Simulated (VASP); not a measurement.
# Sn3O2: single point with PBE

The system is Sn3O2, a slab with vacuum.

```xyz
10
Lattice="3.8682 0.0000 0.0000 0.0000 3.8682 0.0000 0.0000 0.0000 27.8837" Properties=species:S:1:pos:R:3 pbc="T T T"
Sn    0.0000    1.9341    7.5000
Sn    1.9341    0.0000   10.2491
Sn    0.0000    1.9341   12.5673
Sn    1.9341    0.0000   15.3164
Sn    0.0000    1.9341   17.6346
Sn    1.9341    0.0000   20.3837
O     0.0000    0.0000   11.4082
O     1.9341    1.9341   11.4082
O     0.0000    0.0000   16.4755
O     1.9341    1.9341   16.4755
```

```yaml
Program: VASP 6.6.1
Task: single point
Functional: PBE
Potentials_or_basis: VASP PAW PBE potentials, release 64 (Sn_d, O)
Cutoff: 520 eV
k_mesh: 9 × 9 × 1
Occupations: gaussian, width 0.05 eV
Spin: no spin polarisation
```

```json
{
 "Largest force": "0.764 eV/Å",
 "Band gap on the k mesh": "zero (bands 54 and 55 overlap by 0.93 eV)"
}
```

Forces in eV/Å, atoms in the order of the input:
```
Sn   0.000  0.000  0.325
Sn   0.000  0.000 -0.764
Sn   0.000  0.000  0.085
Sn   0.000  0.000 -0.085
Sn   0.000  0.000  0.764
Sn   0.000  0.000 -0.325
O    0.000  0.000  0.184
O    0.000  0.000  0.184
O    0.000  0.000 -0.184
O    0.000  0.000 -0.184
```

Levels at points of the mesh, in eV from the Fermi level:
| k point | band 51 | band 52 | band 53 | band 54 | band 55 | band 56 | band 57 | band 58 |
| --- | --- | --- | --- | --- | --- | --- | --- | --- |
| (0.00, 0.00, 0.00) | -2.03 | -1.13 | 0.05 | 0.12 | 1.33 | 2.55 | 2.55 | 2.61 |

Wall time 6 min on 1 thread of Intel(R) Xeon(R) 6975P-C (Granite Rapids), on a shared host, peak memory 0.59 GiB.

Caveat: spin-orbit coupling is left out, which moves the levels of the heavy elements.
